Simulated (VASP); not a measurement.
# HfN (Fm-3m) in VASP: a series of runs

HfN is run at these levels: LDA; tasks: single point.

Program: VASP 6.6.1. These are calculated values, not measurements. Logs are shortened: lines on timing, memory, paths and dates and some standing lists are left out, and cuts for length are marked.

## 1. The cell of the first run

It takes space group Fm-3m (No. 225, cubic). The conventional cell has a = 4.356 Å, b = 4.356 Å, c = 4.356 Å, α = 90.00°, β = 90.00°, γ = 90.00°. Hf (site symmetry m-3m) has 6 N at 2.18 Å within 2.9 Å. Within 2.9 Å of N (site symmetry m-3m) lie 6 Hf at 2.18 Å.

## 2. Single point, LDA (volume scaled by 0.9)

File INCAR:

```
SYSTEM = HfN
PREC = Accurate ; ENCUT = 520
EDIFF = 1E-7 ; ISMEAR = -1
SIGMA = 0.03 ; LREAL = .FALSE.
LASPH = .TRUE. ; NELM = 60
ALGO = Normal ; ISIF = 2
LWAVE = .FALSE. ; LCHARG = .FALSE.
NBANDS = 14
```

File KPOINTS:

```
regular mesh
0
G
  11 11 11
  0 0 0
```

File POSCAR:

```
HfN
1.0
    0.0000000000      2.1781440517      2.1781440517
    2.1781440517      0.0000000000      2.1781440517
    2.1781440517      2.1781440517      0.0000000000
Hf N
1 1
Direct
    0.0000000000      0.0000000000      0.0000000000
    0.5000000000      0.5000000000      0.5000000000
```

Potentials or basis: VASP PAW LDA potentials, release 64 (Hf_pv, N).

The run is started by

```console
$ cat potpaw_LDA.64/Hf_pv/POTCAR potpaw_LDA.64/N/POTCAR > POTCAR
$ mpirun -np 1 vasp_std > vasp.out
```

OUTCAR:

```text
SYSTEM = HfN
   PREC = Accurate
   ENCUT = 520
   EDIFF = 1E-7
   ISMEAR = -1
   LREAL = .FALSE.
   LASPH = .TRUE.
   NELM = 60
   ISIF = 2

 ion  position               nearest neighbor table
   1  0.000  0.000  0.000-   2 2.18   2 2.18   2 2.18   2 2.18   2 2.18   2 2.18
   2  0.500  0.500  0.500-   1 2.18   1 2.18   1 2.18   1 2.18   1 2.18   1 2.18

  LATTYP: Found a face centered cubic cell.
 ALAT       =     4.3562881034

  Lattice vectors:

 A1 = (   0.0000000000,   2.1781440517,   2.1781440517)
 A2 = (   2.1781440517,   0.0000000000,   2.1781440517)
 A3 = (   2.1781440517,   2.1781440517,   0.0000000000)

Analysis of symmetry for initial positions (statically):
=====================================================================
 Subroutine PRICEL returns:
 Original cell was already a primitive cell.

 Routine SETGRP: Setting up the symmetry group for a
 face centered cubic supercell.

 Subroutine GETGRP returns: Found 48 space group operations
 (whereof 48 operations were pure point group operations)
 out of a pool of 48 trial point group operations.

The static configuration has the point symmetry O_h .

Analysis of symmetry for dynamics (positions and initial velocities):
=====================================================================
 Subroutine PRICEL returns:
 Original cell was already a primitive cell.

 Routine SETGRP: Setting up the symmetry group for a
 face centered cubic supercell.

 Subroutine GETGRP returns: Found 48 space group operations
 (whereof 48 operations were pure point group operations)
 out of a pool of 48 trial point group operations.

The dynamic configuration has the point symmetry O_h .

 Subroutine INISYM returns: Found 48 space group operations
 (whereof 48 operations are pure point group operations),
 and found     1 'primitive' translations

----------------------------------------------------------------------------------------

                                     Primitive cell

  volume of cell :      20.6676

  direct lattice vectors                    reciprocal lattice vectors
     0.000000000  2.178144052  2.178144052    -0.229553229  0.229553229  0.229553229
     2.178144052  0.000000000  2.178144052     0.229553229 -0.229553229  0.229553229
     2.178144052  2.178144052  0.000000000     0.229553229  0.229553229 -0.229553229

  length of vectors
     3.080360859  3.080360859  3.080360859     0.397597855  0.397597855  0.397597855

  position of ions in fractional coordinates (direct lattice)
     0.000000000  0.000000000  0.000000000
     0.500000000  0.500000000  0.500000000

[... 87 lines left out ...]
   NELECT =      15.0000    total number of electrons
   NUPDOWN=      -1.0000    fix difference up-down
   EMIN   =  10.00;   EMAX   =-10.00  energy-range for DOS
   EFERMI =   0.00;   METHOD = LEGACY
   ISMEAR =    -1;   SIGMA  =   0.03  broadening in eV -4-tet -1-fermi 0-gaus
   EFERMI_NEDOS =   21; number of points for ismear=-14 and -15
   IALGO  =     38    algorithm
   IMIX   =      4    mixing-type and parameters
     AMIX     =   0.40;   BMIX     =  1.00
     AMIX_MAG =   1.60;   BMIX_MAG =  1.00
  volume/ion in A,a.u.               =      10.33        69.74
  Fermi-wavevector in a.u.,A,eV,Ry     =   1.471212  2.780188 29.449339  2.164465
  Thomas-Fermi vector in A             =   2.586375
   LORBIT       =      0    0 simple, 1 ext, 2 COOP (PROOUT), +10 PAW based schemes
   GGA     = CA    functional components
   LHFCALC =     F    Hartree Fock is set to
   AEXX    =    0.0000 exact exchange contribution
   IVDW    =     0    specifies the selected vdW correction
   LEPSILON=     F    determine dielectric tensor
   LRPA    =     F    only Hartree local field effects (RPA)
 non-spin polarized calculation
  energy-cutoff  :      520.00
  volume of cell :       20.67
 maximum number of plane-waves:       566
   NGX = 11   NGY = 11   NGZ = 11

 number of electron      15.0000001 magnetization

 Free energy of the ion-electron system (eV)
  ---------------------------------------------------
  ext. energy  EPLUGINS =         0.00000000
  ---------------------------------------------------
  free energy    TOTEN  =       -23.74518735 eV

  energy without entropy =      -23.74276497  energy(sigma->0) =      -23.74397616

 E-fermi :   9.1407     XC(G=0): -13.5519

 val. band max:        9.0763606872   @ k =  -0.3636   0.3636   0.0909
 cond. band min:       9.1554297824   @ k =   0.4545   0.1818   0.0000
 fundamental gap:      0.0790690952
 Fermi energy:         9.1406858872

 k-point     1 :       0.0000    0.0000    0.0000
  band No.  band energies     occupation
      1     -21.2838      2.00000
      2     -21.2838      2.00000
      3     -21.2838      2.00000
      4      -8.6490      2.00000
      5       6.1574      2.00000
      6       6.1574      2.00000
      7       6.1574      2.00000
      8       8.7550      1.99999
      9       8.7550      1.99999
     10       8.7550      1.99999
     11      11.4022      0.00000
     12      11.4022      0.00000
     13      12.3413      0.00000
     14      19.1274      0.00000
[... 377 lines left out ...]
      1     -22.1169      2.00000
      2     -21.5846      2.00000
      3     -21.3296      2.00000
      4      -6.7066      2.00000
      5       1.8406      2.00000
      6       3.2331      2.00000
      7       4.2211      2.00000
      8      10.1848      0.00000
      9      10.3577      0.00000
     10      12.7977      0.00000
     11      13.2030      0.00000
     12      16.4934      0.00000
     13      17.4702      0.00000
     14      21.0762      0.00000

 [... further k-points ...]

------------------------ aborting loop because EDIFF is reached ----------------------------------------

  FORCE on cell =-STRESS in cart. coord.  units (eV):
  Direction    XX          YY          ZZ          XY          YZ          ZX
  --------------------------------------------------------------------------------------
  -------------------------------------------------------------------------------------
  Total        3.3581780      3.3581780      3.3581780     -0.0000000     -0.0000000      0.0000000
  in kB      260.3301708    260.3301708    260.3301708     -0.0000000     -0.0000000      0.0000000
  external PRESSURE =     260.3301708 kB  Pullay stress =       0.0000000 kB

 VOLUME and BASIS-vectors are now :
 -----------------------------------------------------------------------------
  energy-cutoff  :      520.00
  volume of cell :       20.67
      direct lattice vectors                 reciprocal lattice vectors
     0.000000000  2.178144052  2.178144052    -0.229553229  0.229553229  0.229553229
     2.178144052  0.000000000  2.178144052     0.229553229 -0.229553229  0.229553229
     2.178144052  2.178144052  0.000000000     0.229553229  0.229553229 -0.229553229

 POSITION                                       TOTAL-FORCE (eV/Angst)
 -----------------------------------------------------------------------------------
      0.00000      0.00000      0.00000        -0.000000      0.000000     -0.000000
      2.17814      2.17814      2.17814         0.000000     -0.000000      0.000000
 -----------------------------------------------------------------------------------
    total drift:                                0.000000     -0.000000     -0.000000

  FREE ENERGIE OF THE ION-ELECTRON SYSTEM (eV)
  ---------------------------------------------------
  free  energy   TOTEN  =       -23.7451873535 eV

  energy  without entropy=      -23.7427649736  energy(sigma->0) =      -23.74397616
```

OSZICAR:

```text
N       E                     dE             d eps       ncg     rms          rms(c)
DAV:   1     0.328094682754E+02    0.32809E+02   -0.78710E+03  1576   0.103E+03
DAV:   2    -0.251295395126E+02   -0.57939E+02   -0.54211E+02  2036   0.227E+02
DAV:   3    -0.267617066725E+02   -0.16322E+01   -0.16245E+01  1798   0.301E+01
DAV:   4    -0.267665133310E+02   -0.48067E-02   -0.48042E-02  1910   0.195E+00
DAV:   5    -0.267665380916E+02   -0.24761E-04   -0.24760E-04  1778   0.116E-01    0.626E+01
DAV:   6    -0.238484589675E+02    0.29181E+01   -0.81518E+00  1742   0.227E+01    0.518E+01
DAV:   7    -0.237729278571E+02    0.75531E-01   -0.46398E-01  1988   0.502E+00    0.290E+01
DAV:   8    -0.237484535360E+02    0.24474E-01   -0.77132E-02  1976   0.220E+00    0.434E+00
DAV:   9    -0.237455159811E+02    0.29376E-02   -0.12760E-02  1718   0.814E-01    0.187E+00
DAV:  10    -0.237452287671E+02    0.28721E-03   -0.15662E-03  1922   0.342E-01    0.371E-01
DAV:  11    -0.237451875979E+02    0.41169E-04   -0.11781E-04  1778   0.995E-02    0.332E-02
DAV:  12    -0.237451874728E+02    0.12517E-06   -0.67740E-06  1952   0.220E-02    0.255E-02
DAV:  13    -0.237451873571E+02    0.11568E-06   -0.38320E-07  1820   0.541E-03    0.699E-03
DAV:  14    -0.237451873535E+02    0.35602E-08   -0.12287E-08  1036   0.105E-03
   1 F= -.23745187E+02 E0= -.23743976E+02  d E =-.242238E-02
```

Wall time 8.1 s (1 thread of Intel Xeon 6975P-C, shared host); peak memory 0.14 GiB.

Results:

| Quantity | Value |
| --- | --- |
| Free energy | -23.7452 eV |
| Pressure | 26.0 GPa |

Caveat: the cell differs from its parent crystal (volume scaled by 0.9); spin-orbit coupling is left out, which moves the levels of the heavy elements.

## 3. Single point, LDA

This run uses another cell than the first one, of 11.48 Å³/atom, 1.111 times its volume.

File INCAR:

```
SYSTEM = HfN
PREC     = Accurate       ! precision mode
ENCUT    = 520            ! plane-wave cutoff, eV
EDIFF    = 1E-6           ! SCF threshold, eV
ISMEAR   = -1             ! smearing method
SIGMA    = 0.03           ! smearing width, eV
LREAL    = .False.        ! projectors in reciprocal space
LASPH    = .True.         ! aspherical terms in the spheres
NELM     = 60             ! most SCF steps
ALGO     = Normal         ! electronic algorithm
ISIF     = 2              ! what is computed and relaxed
LWAVE    = .False.        ! write WAVECAR
LCHARG   = .False.        ! write CHGCAR
GGA      = CA             ! functional
NBANDS   = 14             ! bands
```

File KPOINTS:

```
regular mesh
0
Gamma
  11 11 11
  0 0 0
```

File POSCAR:

```
HfN
1.0
    0.0000000000      2.2560000000      2.2560000000
    2.2560000000      0.0000000000      2.2560000000
    2.2560000000      2.2560000000      0.0000000000
Hf N
1 1
Direct
    0.0000000000      0.0000000000      0.0000000000
    0.5000000000      0.5000000000      0.5000000000
```

Potentials or basis: VASP PAW LDA potentials, release 64 (Hf_pv, N).

The run is started by

```console
$ cat potpaw_LDA.64/Hf_pv/POTCAR potpaw_LDA.64/N/POTCAR > POTCAR
$ mpirun -np 1 vasp_std > vasp.out
```

It took 8.8 s on 1 thread of Intel Xeon 6975P-C, shared host; peak memory 0.14 GiB.

Results (log left out):

```
Free energy : -23.8420 eV
Pressure    : -9.5 GPa
```

Levels at points of the mesh, in eV from the Fermi level:
```tsv
k point	band 5	band 6	band 7	band 8	band 9	band 10	band 11	band 12
(0.00, 0.00, 0.00)	-2.88	-2.88	-2.88	-0.32	-0.32	-0.32	1.99	1.99
```

Caveat: spin-orbit coupling is left out, which moves the levels of the heavy elements.
